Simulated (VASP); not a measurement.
Input of a VASP 6.6.1 run:

File POSCAR:

```
Sb
1.0
   -1.8885379888      1.8885379888      1.8885379888
    1.8885379888     -1.8885379888      1.8885379888
    1.8885379888      1.8885379888     -1.8885379888
Sb
1
Direct
    0.0000000000      0.0000000000      0.0000000000
```

The input INCAR.step1:

```
SYSTEM = Sb
PREC = Accurate
ENCUT = 520
ISMEAR = 0
SIGMA = 0.1
LREAL = .FALSE.
LASPH = .TRUE.
NELM = 100
NBANDS = 8
GGA = PE
ALGO = Normal
EDIFF = 1E-4
LWAVE = .TRUE.
LCHARG = .FALSE.
```

File INCAR.step2:

```
SYSTEM = Sb
PREC = Accurate
ENCUT = 520
EDIFF = 1E-6
ISMEAR = 0
SIGMA = 0.1
LREAL = .FALSE.
LASPH = .TRUE.
NELM = 100
ALGO = Normal
ISIF = 2
LWAVE = .FALSE.
LCHARG = .FALSE.
METAGGA = R2SCAN
LMIXTAU = .TRUE.
NBANDS = 8
ISTART = 1
```

KPOINTS

```
regular mesh
0
G
  20 20 20
  0 0 0
```

Potentials or basis: VASP PAW PBE potentials, release 64 (Sb).

Command:

```bash
$ cat potpaw_PBE.64/Sb/POTCAR > POTCAR
$ cp INCAR.step1 INCAR
$ mpirun -np 1 vasp_std > vasp.out
$ cp INCAR.step2 INCAR
$ mpirun -np 1 vasp_std > vasp.out
```

Problem. Estimate the pressure.

Solution. -0.1 GPa.

Caveat: the PAW data sets were made with another functional, which shifts forces and pressure a little.
